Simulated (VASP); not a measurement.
Here is a VASP 6.6.1 calculation.

INCAR

```
SYSTEM = W
PREC     = Accurate       ! precision mode
ENCUT    = 520            ! plane-wave cutoff, eV
EDIFF    = 1E-6           ! SCF threshold, eV
ISMEAR   = 0              ! smearing method
SIGMA    = 0.05           ! smearing width, eV
LREAL    = .FALSE.        ! projectors in reciprocal space
LASPH    = .TRUE.         ! aspherical terms in the spheres
NELM     = 80             ! most SCF steps
ALGO     = Normal         ! electronic algorithm
ISIF     = 2              ! what is computed and relaxed
LWAVE    = .FALSE.        ! write WAVECAR
LCHARG   = .FALSE.        ! write CHGCAR
GGA      = PE             ! functional
NBANDS   = 21             ! bands
```

Contents of KPOINTS:

```
regular mesh
0
G
  8 8 8
  0 0 0
```

POSCAR

```
W
1.0
    0.0000000000      2.8439492690      2.8439492690
    2.8439492690      0.0000000000      2.8439492690
    2.8439492690      2.8439492690      0.0000000000
W
2
Direct
    0.0000000000      0.0000000000      0.0000000000
    0.2500000000      0.2500000000      0.2500000000
```

Potentials or basis: VASP PAW PBE potentials, release 64 (W_sv).

Launch:

```console
$ cat potpaw_PBE.64/W_sv/POTCAR > POTCAR
$ mpirun -np 1 vasp_std > vasp.out
```

Task: What does it give for the band gap on the k mesh?

Result: Zero (band 14 reaches 6.40 eV, above the bottom of band 15 at 5.56 eV).

Task: Predict the pressure.

Result: 10.9 GPa.

Caveat: spin-orbit coupling is left out, which moves the levels of the heavy elements.
